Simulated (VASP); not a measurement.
# ZnSe (CsCl type) (Pm-3m) in VASP: further runs

The runs below take ZnSe (CsCl type) through single point, with PBE.

All numbers are computed with VASP 6.6.1; they aren't measurements. Logs are shortened: lines on timing, memory, paths and dates and some standing lists are left out, and cuts for length are marked.

### 1 The cell of the first run

Symmetry: Pm-3m, No. 221, cubic system. The conventional cell has a = 2.747 Å, b = 2.747 Å, c = 2.747 Å, α = 90.00°, β = 90.00°, γ = 90.00°. Within 3.1 Å of Zn (site symmetry m-3m) lie 8 Se at 2.38 Å and 6 Zn at 2.75 Å. Within 3.1 Å of Se (site symmetry m-3m) lie 8 Zn at 2.38 Å and 6 Se at 2.75 Å.

### 2 Single point, PBE (10.37 Å³/atom)

File INCAR:

```
PREC = Accurate
ENCUT = 520
EDIFF = 1E-7
ISMEAR = -1
SIGMA = 0.08
LREAL = False
LASPH = True
NELM = 80
ALGO = Normal
ISIF = 2
LWAVE = False
LCHARG = False
GGA = PE
NBANDS = 16
```

File KPOINTS:

```
Automatic mesh
0
Gamma
  15 15 15
```

File POSCAR:

```
ZnSe
1.0
    2.7474383517      0.0000000000      0.0000000000
    0.0000000000      2.7474383517      0.0000000000
    0.0000000000      0.0000000000      2.7474383517
Zn Se
1 1
Direct
    0.0000000000      0.0000000000      0.0000000000
    0.5000000000      0.5000000000      0.5000000000
```

Potentials or basis: VASP PAW PBE potentials, release 64 (Zn, Se).

Command:

```
cat potpaw_PBE.64/Zn/POTCAR potpaw_PBE.64/Se/POTCAR > POTCAR
mpirun -np 1 vasp_std > vasp.out
```

OUTCAR:

```text
PREC = Accurate
   ENCUT = 520
   EDIFF = 1E-7
   ISMEAR = -1
   LREAL = False
   LASPH = True
   NELM = 80
   ISIF = 2
   GGA = PE

 ion  position               nearest neighbor table
   1  0.000  0.000  0.000-   2 2.38   2 2.38   2 2.38   2 2.38   2 2.38   2 2.38   2 2.38   2 2.38

   2  0.500  0.500  0.500-   1 2.38   1 2.38   1 2.38   1 2.38   1 2.38   1 2.38   1 2.38   1 2.38

  LATTYP: Found a simple cubic cell.
 ALAT       =     2.7474383517

  Lattice vectors:

 A1 = (   2.7474383517,   0.0000000000,   0.0000000000)
 A2 = (   0.0000000000,   2.7474383517,   0.0000000000)
 A3 = (   0.0000000000,   0.0000000000,   2.7474383517)

Analysis of symmetry for initial positions (statically):
=====================================================================
 Subroutine PRICEL returns:
 Original cell was already a primitive cell.

 Routine SETGRP: Setting up the symmetry group for a
 simple cubic supercell.

 Subroutine GETGRP returns: Found 48 space group operations
 (whereof 48 operations were pure point group operations)
 out of a pool of 48 trial point group operations.

The static configuration has the point symmetry O_h .

Analysis of symmetry for dynamics (positions and initial velocities):
=====================================================================
 Subroutine PRICEL returns:
 Original cell was already a primitive cell.

 Routine SETGRP: Setting up the symmetry group for a
 simple cubic supercell.

 Subroutine GETGRP returns: Found 48 space group operations
 (whereof 48 operations were pure point group operations)
 out of a pool of 48 trial point group operations.

The dynamic configuration has the point symmetry O_h .

 Subroutine INISYM returns: Found 48 space group operations
 (whereof 48 operations are pure point group operations),
 and found     1 'primitive' translations

----------------------------------------------------------------------------------------

                                     Primitive cell

  volume of cell :      20.7388

  direct lattice vectors                    reciprocal lattice vectors
     2.747438352  0.000000000  0.000000000     0.363975410  0.000000000  0.000000000
     0.000000000  2.747438352  0.000000000     0.000000000  0.363975410  0.000000000
     0.000000000  0.000000000  2.747438352     0.000000000  0.000000000  0.363975410

  length of vectors
     2.747438352  2.747438352  2.747438352     0.363975410  0.363975410  0.363975410

[... 79 lines left out ...]
   NELM   =     80;   NELMIN=  2; NELMDL= -5     # of ELM steps
   EDIFF  = 0.1E-06   stopping-criterion for ELM
   LREAL  =      F    real-space projection
   EDIFFG = 0.1E-05   stopping-criterion for IOM
   NSW    =      0    number of steps for IOM
   IBRION =     -1    ionic relax: 0-MD 1-quasi-New 2-CG
   NFREE  =      0    steps in history (QN), initial steepest desc. (CG)
   ISIF   =      2    stress and relaxation
   ISYM   =      2    0-nonsym 1-usesym 2-fastsym
   POTIM  = 0.5000    time-step for ionic-motion
   TEBEG  =    0.0;   TEEND  =   0.0 temperature during run
   PSTRESS=    0.0 pullay stress
   NELECT =      18.0000    total number of electrons
   NUPDOWN=      -1.0000    fix difference up-down
   EMIN   =  10.00;   EMAX   =-10.00  energy-range for DOS
   EFERMI =   0.00;   METHOD = LEGACY
   ISMEAR =    -1;   SIGMA  =   0.08  broadening in eV -4-tet -1-fermi 0-gaus
   EFERMI_NEDOS =   21; number of points for ismear=-14 and -15
   IALGO  =     38    algorithm
   IMIX   =      4    mixing-type and parameters
     AMIX     =   0.40;   BMIX     =  1.00
     AMIX_MAG =   1.60;   BMIX_MAG =  1.00
  volume/ion in A,a.u.               =      10.37        69.98
  Fermi-wavevector in a.u.,A,eV,Ry     =   1.561604  2.951005 33.179283  2.438609
  Thomas-Fermi vector in A             =   2.664645
   LORBIT       =      0    0 simple, 1 ext, 2 COOP (PROOUT), +10 PAW based schemes
   GGA     = PE    functional components
   LHFCALC =     F    Hartree Fock is set to
   AEXX    =    0.0000 exact exchange contribution
   IVDW    =     0    specifies the selected vdW correction
   LEPSILON=     F    determine dielectric tensor
   LRPA    =     F    only Hartree local field effects (RPA)
 non-spin polarized calculation
  energy-cutoff  :      520.00
  volume of cell :       20.74
 maximum number of plane-waves:       587
   NGX = 11   NGY = 11   NGZ = 11

 number of electron      17.9999963 magnetization

 Free energy of the ion-electron system (eV)
  ---------------------------------------------------
  ext. energy  EPLUGINS =         0.00000000
  ---------------------------------------------------
  free energy    TOTEN  =         0.25110620 eV

  energy without entropy =        0.26603560  energy(sigma->0) =        0.25857090

 E-fermi :  11.5160     XC(G=0): -13.8215

 val. band max:       11.4942331530   @ k =   0.4667   0.3333   0.3333
 cond. band min:      11.5431546948   @ k =   0.3333   0.0000   0.0000
 fundamental gap:      0.0489215418
 Fermi energy:        11.5159809134

 k-point     1 :       0.0000    0.0000    0.0000
  band No.  band energies     occupation
      1      -9.3570      2.00000
      2       1.6892      2.00000
      3       1.6892      2.00000
      4       2.8400      2.00000
      5       2.8400      2.00000
      6       2.8400      2.00000
[... 433 lines left out ...]
      3       1.8112      2.00000
      4       2.2126      2.00000
      5       2.3613      2.00000
      6       2.7139      2.00000
[... 8 lines left out ...]
     15      27.1014      0.00000
     16      27.9755      0.00000

 [... further k-points ...]

------------------------ aborting loop because EDIFF is reached ----------------------------------------

  FORCE on cell =-STRESS in cart. coord.  units (eV):
  Direction    XX          YY          ZZ          XY          YZ          ZX
  --------------------------------------------------------------------------------------
  -------------------------------------------------------------------------------------
  Total       19.6634808     19.6634808     19.6634808      0.0000000     -0.0000000      0.0000000
  in kB     1519.1026202   1519.1026202   1519.1026202      0.0000000     -0.0000000      0.0000000
  external PRESSURE =    1519.1026202 kB  Pullay stress =       0.0000000 kB

 VOLUME and BASIS-vectors are now :
 -----------------------------------------------------------------------------
  energy-cutoff  :      520.00
  volume of cell :       20.74
      direct lattice vectors                 reciprocal lattice vectors
     2.747438352  0.000000000  0.000000000     0.363975410  0.000000000  0.000000000
     0.000000000  2.747438352  0.000000000     0.000000000  0.363975410  0.000000000
     0.000000000  0.000000000  2.747438352     0.000000000  0.000000000  0.363975410

 POSITION                                       TOTAL-FORCE (eV/Angst)
 -----------------------------------------------------------------------------------
      0.00000      0.00000      0.00000         0.000000      0.000000      0.000000
      1.37372      1.37372      1.37372         0.000000      0.000000      0.000000
 -----------------------------------------------------------------------------------
    total drift:                                0.000000      0.000000      0.000000

  FREE ENERGIE OF THE ION-ELECTRON SYSTEM (eV)
  ---------------------------------------------------
  free  energy   TOTEN  =         0.2511061962 eV

  energy  without entropy=        0.2660355984  energy(sigma->0) =        0.25857090
```

OSZICAR:

```text
N       E                     dE             d eps       ncg     rms          rms(c)
DAV:   1     0.870524981774E+02    0.87052E+02   -0.92224E+03  4040   0.166E+03
DAV:   2     0.341047295036E+01   -0.83642E+02   -0.78415E+02  4384   0.280E+02
DAV:   3    -0.594141456163E-01   -0.34699E+01   -0.34406E+01  4664   0.532E+01
DAV:   4    -0.731929747403E-01   -0.13779E-01   -0.13777E-01  4672   0.322E+00
DAV:   5    -0.732239498011E-01   -0.30975E-04   -0.30976E-04  4704   0.161E-01    0.161E+01
DAV:   6     0.205951985442E+00    0.27918E+00   -0.56665E-01  4872   0.298E+01    0.106E+01
DAV:   7     0.243246225995E+00    0.37294E-01   -0.15167E-01  4896   0.805E+00    0.362E+00
DAV:   8     0.250569047089E+00    0.73228E-02   -0.95531E-03  5456   0.365E+00    0.242E-01
DAV:   9     0.251085709870E+00    0.51666E-03   -0.20574E-03  4824   0.517E-01    0.500E-02
DAV:  10     0.251106892941E+00    0.21183E-04   -0.10582E-04  5088   0.184E-01    0.201E-02
DAV:  11     0.251106152311E+00   -0.74063E-06   -0.54641E-06  4464   0.224E-02    0.603E-03
DAV:  12     0.251106196199E+00    0.43888E-07   -0.27579E-07  4528   0.586E-03
   1 F= 0.25110620E+00 E0= 0.25857090E+00  d E =-.149294E-01
```

stdout:

```text
POSCAR found type information on POSCAR ZnSe
 POSCAR found :  2 types and       2 ions
 scaLAPACK will be used
 LDA part: xc-table for (Slater+PW92), standard interpolation
 POSCAR, INCAR and KPOINTS ok, starting setup
 FFT: planning ... GRIDC
 FFT: planning ... GRID_SOFT
 FFT: planning ... GRID
 WAVECAR not read
 entering main loop
```

Run time: 36 s. Hardware: 1 thread of Intel Xeon 8259CL, shared host; peak memory 0.16 GiB.

What came out:

```yaml
Free_energy: 0.2511 eV
Pressure: 151.9 GPa
Band_gap_on_the_k_mesh: zero (bands 9 and 10 overlap by 3.81 eV)
```

Caveat: the cell stands under pressure.

### 3 Single point, PBE (10.37 Å³/atom)

File INCAR:

```
SYSTEM = ZnSe
PREC = Accurate
ENCUT = 520
EDIFF = 1E-6
ISMEAR = -1
SIGMA = 0.08
LREAL = .False.
LASPH = .True.
NELM = 80
ALGO = Normal
ISIF = 2
LWAVE = .False.
LCHARG = .False.
GGA = PE
NBANDS = 16
```

File KPOINTS:

```
regular mesh
0
Gamma
  15 15 15
  0 0 0
```

POSCAR is that of step 2.

Potentials or basis: VASP PAW PBE potentials, release 64 (Zn, Se).

Command:

```
cat potpaw_PBE.64/Zn/POTCAR potpaw_PBE.64/Se/POTCAR > POTCAR
mpirun -np 1 vasp_std > vasp.out
```

Run time: 38 s. Hardware: 1 thread of Intel Xeon 8259CL, shared host; peak memory 0.16 GiB.

Results (log left out):

```
Free energy            : 0.2511 eV
Pressure               : 152.0 GPa
Band gap on the k mesh : zero (bands 9 and 10 overlap by 3.81 eV)
```

Levels at points of the mesh, in eV from the Fermi level:
```
           k point  band 7  band 8  band 9  band 10  band 11  band 12
(0.00, 0.00, 0.00)   -2.43   -2.43   -2.43     2.96     4.80     4.80
```

Caveat: the cell stands under pressure.

(Part 1 of 2 ends here.)

The gap in the log of VASP goes by the Fermi energy; the results here count the filled bands.